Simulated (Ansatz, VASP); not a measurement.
**Ti2Al: VASP beside Ansatz**

```xyz
3
Lattice="4.5534 0.0000 0.0000 -2.2767 3.9434 0.0000 0.0000 0.0000 2.7215" Properties=species:S:1:pos:R:3 pbc="T T T"
Ti    0.0000    2.6289    1.3607
Ti    2.2767    1.3145    1.3607
Al    0.0000    0.0000    0.0000
```

Change from the starting cell: species swapped into the SmCd2 type (P-3m1, No. 164).

Alike in both runs: functional PBE; k mesh 12 × 12 × 16; occupations gaussian, width 0.1 eV; no spin polarisation.

Ansatz relaxed the structure, and its values are those at the end. VASP's run is a single point on that final structure, the one shown.

|  | VASP | Ansatz |
| --- | --- | --- |
| version | VASP 6.6.1 | Ansatz 0.2.0 |
| potentials or method | VASP PAW PBE potentials, release 64 (Ti_sv, Al), cutoff 520 eV | scalar-relativistic, plane waves, PAW |
| valence electrons in the cell | 27 | 27 |

|  | VASP | Ansatz | Ansatz less VASP |
| --- | --- | --- | --- |
| gap on the k mesh at the Fermi level (eV) | none | none | - |
| pressure (GPa) | -0.1 | 0.0 | +0.12 |

A gap of «none» marks a metal or a gap that the smearing closes. With one functional, cell and mesh, what is left measures potentials, basis and numerics.
